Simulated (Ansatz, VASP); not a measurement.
**CsI in VASP and in Ansatz**

Contents of INCAR:

```
SYSTEM = CsI
PREC     = Accurate       ! precision mode
ENCUT    = 400            ! plane-wave cutoff, eV
EDIFF    = 1E-8           ! SCF threshold, eV
ISMEAR   = -1             ! smearing method
SIGMA    = 0.01           ! smearing width, eV
LREAL    = .False.        ! projectors in reciprocal space
LASPH    = .True.         ! aspherical terms in the spheres
NELM     = 120            ! most SCF steps
ALGO     = Normal         ! electronic algorithm
ISIF     = 2              ! what is computed and relaxed
LWAVE    = .False.        ! write WAVECAR
LCHARG   = .False.        ! write CHGCAR
GGA      = CA             ! functional
LEFG     = .True.       
NBANDS   = 15             ! bands
GGA_COMPAT= .False.
```

File KPOINTS:

```
Automatic mesh
0
Gamma
  7 7 7
  0 0 0
```

The input POSCAR:

```
CsI
1.0
    4.4734758827      0.0000000000      0.0000000000
    0.0000000000      4.4734758827      0.0000000000
    0.0000000000      0.0000000000      4.4734758827
Cs I
1 1
Direct
    0.0000000000      0.0000000000      0.0000000000
    0.5000000000      0.5000000000      0.5000000000
```

Input for Ansatz:

```yaml
crystal:
  lattice:
    - [4.4734758827, 0.0, 0.0]
    - [0.0, 4.4734758827, 0.0]
    - [0.0, 0.0, 4.4734758827]
  atoms:
    - { symbol: Cs, position: [0.0, 0.0, 0.0] }
    - { symbol: I, position: [0.5, 0.5, 0.5] }
kpoints:
  mp_grid: { grid: [7, 7, 7] }
scf:
  occupations: { method: fermi_dirac, width: 0.01 }
hamiltonian:
  xc: lda
  pseudopotentials: { kind: paw }
output:
  forces: true
  stress: true
  eigenvalues: true
  efg: { contact_densities: true }
```

Change from the starting cell: volume scaled by 0.94, PAW files.

Alike in both runs: task electric field gradients; functional LDA; k mesh 7 × 7 × 7; occupations fermi-dirac, width 0.01 eV; no spin polarisation.

```csv
,VASP,Ansatz
version,VASP 6.6.1,Ansatz 0.2.0
potentials or method,"VASP PAW LDA potentials, release 64 (Cs_sv, I)","PAW with Ansatz's default frozen-core files, scalar-relativistic"
plane-wave cutoff (eV),400,420
valence electrons in the cell,16,26
```

|  | VASP | Ansatz | Ansatz less VASP |
| --- | --- | --- | --- |
| gap on the k mesh at the Fermi level (eV) | 3.78 | 3.78 | -0.007 |
| pressure (GPa) | -0.7 | -0.7 | -0.06 |

LDA's correlation is that of Perdew and Zunger in VASP and of Perdew and Wang (1992) in Ansatz. VASP's potentials hold 16 valence electrons a cell and Ansatz's 26, so a difference there can come from the potentials and not from the codes.

Neither program's run includes spin-orbit coupling.
